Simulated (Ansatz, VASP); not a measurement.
Sc: VASP beside Ansatz

```
Sc
1.0
     5.10006    0.00000    0.00000
    -2.55003    4.41678    0.00000
     0.00000    0.00000    3.21606
Sc
3
Direct
  0.00000 0.00000 0.00000
  0.33333 0.66667 0.50000
  0.66667 0.33333 0.50000
```

Alike in both runs: task single point; functional LDA; k mesh 8 × 8 × 11; occupations fermi-dirac, width 0.1 eV; no spin polarisation.

|  | VASP | Ansatz |
| --- | --- | --- |
| version | VASP 6.6.1 | Ansatz 0.2.0 |
| potentials or method | VASP PAW LDA potentials, release 64 (Sc_sv), cutoff 520 eV | plane waves (420 eV) with PAW, scalar-relativistic |
| valence electrons in the cell | 33 | 33 |

|  | VASP | Ansatz | Ansatz less VASP |
| --- | --- | --- | --- |
| pressure (GPa) | -4.0 | -4.0 | -0.06 |

Ansatz warns that its potentials were made for another functional, while VASP's fit it. LDA's correlation is that of Perdew and Zunger in VASP and of Perdew and Wang (1992) in Ansatz.
